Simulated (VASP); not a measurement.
A run of VASP 6.6.1:

Contents of POSCAR:

```
PbS
1.0
    0.0000000000      2.9680000000      2.9680000000
    2.9680000000      0.0000000000      2.9680000000
    2.9680000000      2.9680000000      0.0000000000
Pb S
1 1
Direct
    0.0000000000      0.0000000000      0.0000000000
    0.5000000000      0.5000000000      0.5000000000
```

INCAR.step1

```
ALGO = Normal ; EDIFF = 1E-4
ENCUT = 600 ; GGA = PE
ISMEAR = 0 ; LASPH = True
LCHARG = False ; LREAL = False
LWAVE = True ; NELM = 60
PREC = Accurate ; SIGMA = 0.02
```

The input INCAR.step2:

```
ALGO = Normal ; EDIFF = 1E-6
EDIFFG = -0.002 ; ENCUT = 600
IBRION = 2 ; ISIF = 3
ISMEAR = 0 ; ISTART = 1
LASPH = True ; LCHARG = False
LMIXTAU = True ; LREAL = False
LWAVE = False ; METAGGA = R2SCAN
NELM = 60 ; NSW = 100
PREC = Accurate ; SIGMA = 0.02
```

The input KPOINTS:

```
k-points
0
Gamma
  8 8 8
```

Potentials or basis: VASP PAW PBE potentials, release 64 (Pb_d, S).

Launch:

```console
$ cat potpaw_PBE.64/Pb_d/POTCAR potpaw_PBE.64/S/POTCAR > POTCAR
$ cp INCAR.step1 INCAR
$ mpirun -np 1 vasp_std > vasp.out
$ cp INCAR.step2 INCAR
$ mpirun -np 1 vasp_std > vasp.out
```

Hardware: 1 thread of Intel Xeon 8259CL, on a shared host.

Estimate the wall time of this run.

Wall time 8.6 min on 1 thread of Intel Xeon 8259CL, with other jobs on the host, peak memory 0.24 GiB. Counts: k points 29, ion steps 3.
